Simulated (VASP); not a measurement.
The system is SiC.

```
Si C
1.0
     0.00000    2.26430    2.17805
     2.26430    0.00000    2.17805
     2.26430    2.26430    0.00000
Si C
1 1
Direct
  0.25000 0.25000 0.25000
  0.00000 0.00000 0.00000
```

This cell differs from its parent crystal: biaxial xy strain +4.0%.

Base run:

| Item | Value |
| --- | --- |
| Program | VASP 6.6.1 |
| Functional | r2SCAN |
| Potentials or basis | VASP PAW PBE potentials, release 64 (Si, C) |
| Cutoff | 520 eV |
| k mesh | 10 × 10 × 10 |
| Occupations | gaussian, width 0.01 eV |
| Spin | no spin polarisation |

Its results: band gap on the k mesh 1.38 eV, indirect (least direct gap 4.91 eV); pressure -15.3 GPa.

Question: The run is repeated on the same cell with these changes: functional from r2SCAN to PBE; occupations from gaussian, width 0.01 eV to fermi-dirac, width 0.02 eV. What comes out?

Answer: Band gap on the k mesh 1.05 eV, indirect (least direct gap 4.41 eV); pressure -11.7 GPa.

Caveats: the PAW data sets were made with another functional, which shifts forces and pressure a little (some runs).

A k mesh can miss the band edges.
